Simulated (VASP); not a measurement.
# InSb (Pmmn) in VASP: a series of runs, part 3 of 3

VASP 6.6.1.

## 6. Electric field gradients, LDA (zz strain of -1 %)

INCAR reads:

```
PREC = Accurate
ENCUT = 520
EDIFF = 1E-8
ISMEAR = -1
SIGMA = 0.08
LREAL = False
LASPH = True
NELM = 100
ALGO = Normal
ISIF = 2
LWAVE = False
LCHARG = False
GGA = CA
LEFG = True
NBANDS = 26
```

KPOINTS reads:

```
regular mesh
0
Gamma
  6 6 11
```

POSCAR reads:

```
InSb
1.0
    5.3570000000      0.0000000000      0.0000000000
    0.0000000000      5.7120000000      0.0000000000
    0.0000000000      0.0000000000      3.0323700000
In Sb
2 2
Direct
    0.0000000000      0.0000000000      0.0000000000
    0.5000000000      0.5000000000      0.0000000000
    0.5000000000      0.0000000000      0.8350000000
    0.0000000000      0.5000000000      0.1650000000
```

Potentials or basis: VASP PAW LDA potentials, release 64 (In_d, Sb).

On the command line:

```
$ cat potpaw_LDA.64/In_d/POTCAR potpaw_LDA.64/Sb/POTCAR > POTCAR
$ mpirun -np 1 vasp_std > vasp.out
```

OUTCAR:

```text
PREC = Accurate
   ENCUT = 520
   EDIFF = 1E-8
   ISMEAR = -1
   LREAL = False
   LASPH = True
   NELM = 100
   ISIF = 2
   GGA = CA

 ion  position               nearest neighbor table
   1  0.000  0.000  0.000-   3 2.72   3 2.72   4 2.90   4 2.90   3 3.69   3 3.69   4 3.82   4 3.82
                             2 3.92   2 3.92   2 3.92   2 3.92
   2  0.500  0.500  0.000-   4 2.72   4 2.72   3 2.90   3 2.90   4 3.69   4 3.69   3 3.82   3 3.82
                             1 3.92   1 3.92   1 3.92   1 3.92
   3  0.500  0.000  0.835-   1 2.72   1 2.72   2 2.90   2 2.90   1 3.69   1 3.69   2 3.82   2 3.82

   4  0.000  0.500  0.165-   2 2.72   2 2.72   1 2.90   1 2.90   2 3.69   2 3.69   1 3.82   1 3.82

  LATTYP: Found a simple orthorhombic cell.
 ALAT       =     3.0323700000
 B/A-ratio  =     1.7666049987
 C/A-ratio  =     1.8836751452

  Lattice vectors:

 A1 = (   0.0000000000,   0.0000000000,   3.0323700000)
 A2 = (   5.3570000000,   0.0000000000,   0.0000000000)
 A3 = (   0.0000000000,   5.7120000000,   0.0000000000)

[... 906 lines left out ...]
      0.00000      0.00000      0.00000         0.000000      0.000000      0.239367
      2.67850      2.85600      0.00000         0.000000      0.000000     -0.239367
      2.67850      0.00000      2.53203         0.000000      0.000000     -0.594102
      0.00000      2.85600      0.50034         0.000000      0.000000      0.594102
 -----------------------------------------------------------------------------------
    total drift:                               -0.000000      0.000000     -0.000000

  FREE ENERGIE OF THE ION-ELECTRON SYSTEM (eV)
  ---------------------------------------------------
  free  energy   TOTEN  =       -15.4617219476 eV

  energy  without entropy=      -15.4343533168  energy(sigma->0) =      -15.44803763

 Electric field gradients (V/A^2)
---------------------------------------------------------------------
 ion       V_xx      V_yy      V_zz      V_xy      V_xz      V_yz
---------------------------------------------------------------------
   1     -81.141    15.791    65.350    -0.000     0.000    -0.000
   2     -81.141    15.791    65.350     0.000     0.000     0.000
   3     -79.405   -70.802   150.206    -0.000     0.000    -0.000
   4     -79.405   -70.802   150.206    -0.000     0.000    -0.000
---------------------------------------------------------------------

 Electric field gradients after diagonalization (V/A^2)
 (convention: |V_zz| > |V_xx| > |V_yy|)
----------------------------------------------------------------------
 ion       V_xx      V_yy      V_zz     asymmetry (V_yy - V_xx)/ V_zz
----------------------------------------------------------------------
   1      65.350    15.791   -81.141       0.611
   2      65.350    15.791   -81.141       0.611
   3     -79.405   -70.802   150.206       0.057
   4     -79.405   -70.802   150.206       0.057
----------------------------------------------------------------------

           NMR quadrupolar parameters

 Cq : quadrupolar parameter    Cq=e*Q*V_zz/h
 eta: asymmetry parameters     (V_yy - V_xx)/ V_zz
 Q  : nuclear electric quadrupole moment in mb (millibarn)
----------------------------------------------------------------------
 ion       Cq(MHz)       eta       Q (mb)
----------------------------------------------------------------------
   1      -0.196       0.611       1.000
   2      -0.196       0.611       1.000
   3       0.363       0.057       1.000
   4       0.363       0.057       1.000
----------------------------------------------------------------------
```

OSZICAR:

```text
N       E                     dE             d eps       ncg     rms          rms(c)
DAV:   1     0.301434816853E+03    0.30143E+03   -0.15805E+04  4992   0.157E+03
DAV:   2     0.111570674336E+02   -0.29028E+03   -0.28354E+03  5228   0.381E+02
DAV:   3    -0.146149429031E+02   -0.25772E+02   -0.25202E+02  6298   0.129E+02
DAV:   4    -0.155885032425E+02   -0.97356E+00   -0.97014E+00  5982   0.259E+01
DAV:   5    -0.156439753411E+02   -0.55472E-01   -0.55466E-01  7760   0.567E+00    0.718E+00
DAV:   6    -0.154982429512E+02    0.14573E+00   -0.23012E-01  6880   0.786E+00    0.389E+00
DAV:   7    -0.154646845072E+02    0.33558E-01   -0.94916E-02  7146   0.347E+00    0.733E-01
DAV:   8    -0.154620269930E+02    0.26575E-02   -0.12333E-02  6662   0.140E+00    0.455E-01
DAV:   9    -0.154617281785E+02    0.29881E-03   -0.91911E-04  6238   0.173E-01    0.115E-01
DAV:  10    -0.154617229061E+02    0.52724E-05   -0.45899E-05  6922   0.724E-02    0.403E-02
DAV:  11    -0.154617221230E+02    0.78311E-06   -0.60927E-06  6378   0.255E-02    0.211E-02
DAV:  12    -0.154617219465E+02    0.17647E-06   -0.54330E-07  6098   0.534E-03    0.456E-03
DAV:  13    -0.154617219522E+02   -0.56743E-08   -0.11144E-07  7022   0.406E-03    0.126E-03
DAV:  14    -0.154617219476E+02    0.46020E-08   -0.14750E-08  3788   0.110E-03
   1 F= -.15461722E+02 E0= -.15448038E+02  d E =-.273686E-01
```

Run time: 2.2 min. Hardware: 1 thread of Intel Xeon Platinum 8375C at 2.90GHz (Ice Lake), shared host; peak memory 0.31 GiB.

Results:

```
Free energy            : -15.4617 eV
Pressure               : 12.8 GPa
Largest force          : 0.594 eV/Å
Band gap on the k mesh : zero (band 18 reaches 11.13 eV, above the bottom of band 19 at 7.89 eV)
```

Forces on the atoms (eV/Å):
```
In   0.000  0.000  0.239
In   0.000  0.000 -0.239
Sb   0.000  0.000 -0.594
Sb   0.000  0.000  0.594
```

Levels at points of the mesh, in eV from the Fermi level:
| k point | band 15 | band 16 | band 17 | band 18 | band 19 | band 20 | band 21 | band 22 |
| --- | --- | --- | --- | --- | --- | --- | --- | --- |
| (0.00, 0.00, 0.00) | -5.82 | -3.03 | -2.80 | -2.28 | 3.08 | 4.51 | 4.52 | 6.19 |
| (0.50, 0.00, 0.00) | -4.51 | -4.51 | 0.92 | 0.92 | 4.28 | 4.28 | 4.79 | 4.79 |
| (0.00, 0.50, 0.00) | -4.70 | -4.70 | -0.45 | -0.45 | 3.78 | 3.78 | 4.71 | 4.71 |
| (0.50, 0.50, 0.00) | -0.47 | -0.47 | 1.23 | 1.23 | 2.34 | 2.34 | 2.66 | 2.66 |

Electric field gradients, principal values (V/Å²):
```csv
atom,least,middle,greatest (by size)
1 In,15.791,65.350,-81.141
2 In,15.791,65.350,-81.141
3 Sb,-70.802,-79.405,150.206
4 Sb,-70.802,-79.405,150.206
```

Caveat: the cell differs from its parent crystal (zz strain of -1 %); without QUAD_EFG the Cq values of the log hold for a quadrupole moment of 1 mb, not for the nuclei; spin-orbit coupling is left out, which moves the levels of the heavy elements.

## 7. The runs side by side

```csv
cell,gap on the mesh (eV),pressure (GPa),largest force (eV/Å)
"a = 5.357, b = 5.712, c = 3.155 Å, 4 atoms",none,9.5,0.67
"a = 5.339, b = 5.693, c = 3.053 Å, 4 atoms",none,13.0,0.64
"a = 5.392, b = 5.750, c = 3.083 Å, 4 atoms",none,9.7,0.56
"a = 5.357, b = 5.712, c = 3.032 Å, 4 atoms",none,12.8,0.59
```

Alike in all rows: task electric field gradients; level LDA; potentials or basis VASP PAW LDA potentials, release 64 (In_d, Sb); no spin polarisation; k mesh 6 × 6 × 11; cutoff (eV) 520; smearing fermi-dirac 0.08 eV.

Caveats: spin-orbit coupling is left out, which moves the levels of the heavy elements.

Total energies depend on the potentials used, so only differences within one code and one set of settings carry meaning.
